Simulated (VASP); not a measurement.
Y2Ir:

```xyz
3
Lattice="4.0621 0.0000 0.0000 -2.0310 3.5179 0.0000 0.0000 0.0000 4.3860" Properties=species:S:1:pos:R:3 pbc="T T T"
Y     0.0000    2.3453    2.1930
Y     2.0310    1.1726    2.1930
Ir    0.0000    0.0000    0.0000
```

| Property | Result |
| --- | --- |
| Program | VASP 6.6.1 |
| Task | relaxation of cell and atoms |
| Functional | PBE |
| Potentials or basis | VASP PAW PBE potentials, release 64 (Y_sv, Ir) |
| Cutoff | 600 eV |
| k mesh | 6 × 6 × 4 |
| Occupations | gaussian, width 0.1 eV |
| Spin | no spin polarisation |

At the start: pressure 14.8 GPa; volume 20.89 Å³/atom.

How do energy, volume and symmetry change on relaxing?

Over 7 steps the energy falls by 1781.9 meV/atom and the volume is 21.25 Å³/atom (+1.7 %); space group P6/mmm (No. 191, to 0.1 Å) before and after.

The path:
```tsv
step	energy change (eV)	largest force (eV/Å)	pressure (GPa)	volume (Å³)
1	0.0000	0.0000	14.81	62.68
2	-4.4298	0.0000	-11.23	77.46
3	-4.4850	0.0000	-11.88	78.08
4	-4.8249	0.0000	5.87	61.09
5	-5.2449	0.0000	-4.59	67.66
6	-5.3230	0.0000	2.79	62.06
7	-5.3458	0.0000	0.09	63.76
```

Final structure:
```yaml
crystal:
  lattice:
    - [4.87312, 0.00000, 0.00000]
    - [-2.43656, 4.22024, 0.00000]
    - [0.00000, 0.00000, 3.10042]
  atoms:
    - { symbol: Y, position: [0.33333, 0.66667, 0.50000] }
    - { symbol: Y, position: [0.66667, 0.33333, 0.50000] }
    - { symbol: Ir, position: [0.00000, 0.00000, 0.00000] }
```

Caveat: a cell axis changed by over 15 % at a fixed basis, so the end point is rough.
